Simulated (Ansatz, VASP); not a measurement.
One calculation of AlN, two programs

The input INCAR:

```
PREC = Accurate ; ENCUT = 520
EDIFF = 1E-7 ; ISMEAR = 0
SIGMA = 0.05 ; LREAL = F
LASPH = T ; NELM = 60
ALGO = Normal ; ISIF = 2
LWAVE = F ; LCHARG = T
GGA = PE ; LELF = T
LVHAR = T ; NBANDS = 16
```

The input KPOINTS:

```
Automatic mesh
0
Gamma
  9 9 6
```

File POSCAR:

```
AlN
1.0
    3.1110021516      0.0000000000      0.0000000000
   -1.5555010758      2.6942068945      0.0000000000
    0.0000000000      0.0000000000      4.9780000000
Al N
2 2
Direct
    0.3333333333      0.6666666667      0.0000000000
    0.6666666667      0.3333333333      0.5000000000
    0.3510152857      0.6755076428      0.3819498632
    0.6843486190      0.3421743095      0.8819498632
```

Input for Ansatz:

```yaml
crystal:
  lattice:
    - [3.1110021516, 0.0, 0.0]
    - [-1.5555010758, 2.6942068945, 0.0]
    - [0.0, 0.0, 4.978]
  atoms:
    - { symbol: Al, position: [0.3333333333, 0.6666666667, 0.0] }
    - { symbol: Al, position: [0.6666666667, 0.3333333333, 0.5] }
    - { symbol: "N", position: [0.3510152857, 0.6755076428, 0.3819498632] }
    - { symbol: "N", position: [0.684348619, 0.3421743095, 0.8819498632] }
basis:
  ecutwfc: 420
kpoints:
  mp_grid: { grid: [9, 9, 6] }
hamiltonian:
  xc: pbe
scf:
  occupations: { method: gaussian, width: 0.05 }
output:
  forces: true
  stress: true
  eigenvalues: true
```

Change from the starting cell: all N atoms moved -0.050 Å, as atom 3 towards its neighbour atom 2 (Al) at 1.885 Å.

Alike in both runs: task single point; functional PBE; k mesh 9 × 9 × 6; occupations gaussian, width 0.05 eV; no spin polarisation.

|  | VASP | Ansatz |
| --- | --- | --- |
| version | VASP 6.6.1 | Ansatz 0.2.0 |
| potentials or method | VASP PAW PBE potentials, release 64 (Al, N), cutoff 520 eV | scalar-relativistic, plane waves, PAW |
| valence electrons in the cell | 16 | 16 |

```csv
,VASP,Ansatz,Ansatz less VASP
gap on the k mesh at the Fermi level (eV),4.19,4.17,-0.011
least direct gap on the mesh (eV),4.19,4.17,-0.011
pressure (GPa),4.1,4.4,+0.26
"traceless stress, the component that is largest in VASP (GPa)",1.73,1.72,-0.009
rms of the force components (eV/Å),0.420,0.419,-0.0013
```

Atom by atom the forces differ by 0.001 eV/Å (rms over components).
